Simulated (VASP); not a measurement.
Write the native input for VASP 6.6.1 that does the following.

```
Task                   : single point
Functional             : PBE
Potentials or basis    : VASP PAW PBE potentials, release 64 (H, Mo_sv)
Cutoff                 : 520 eV
k mesh                 : 12 × 12 × 12
Occupations            : gaussian, width 0.1 eV
Spin                   : no spin polarisation
Dipole correction      : no
Further INCAR settings : ALGO = Normal; EDIFF = 1e-07; NBANDS = 30
```

The structure of Mo3H lies in POSCAR:

```
Mo3H
1.0
    3.7981949946      0.0000000000      0.0000000000
    0.0000000000      3.7981949946      0.0000000000
    0.0000000000      0.0000000000      3.7981949946
H Mo
1 3
Direct
    0.0000000000      0.0000000000      0.0000000000
    0.0000000000      0.5000000000      0.5000000000
    0.5000000000      0.0000000000      0.5000000000
    0.5000000000      0.5000000000      0.0000000000
```

The input as run:

INCAR

```
PREC = Accurate
ENCUT = 520
EDIFF = 1E-7
ISMEAR = 0
SIGMA = 0.1
LREAL = False
LASPH = True
NELM = 100
ALGO = Normal
ISIF = 2
LWAVE = False
LCHARG = False
GGA = PE
NBANDS = 30
```

KPOINTS

```
Automatic mesh
0
Gamma
  12 12 12
```

Potentials or basis: VASP PAW PBE potentials, release 64 (H, Mo_sv).

Command:

```bash
$ cat potpaw_PBE.64/H/POTCAR potpaw_PBE.64/Mo_sv/POTCAR > POTCAR
$ mpirun -np 1 vasp_std > vasp.out
```

It gave:

```
Pressure               : 0.4 GPa
Band gap on the k mesh : zero (an odd number of electrons rules out a gap without spin polarisation)
```

It took 100 s on 1 thread of Intel Xeon 8259CL (shared host), peak memory 0.23 GiB.
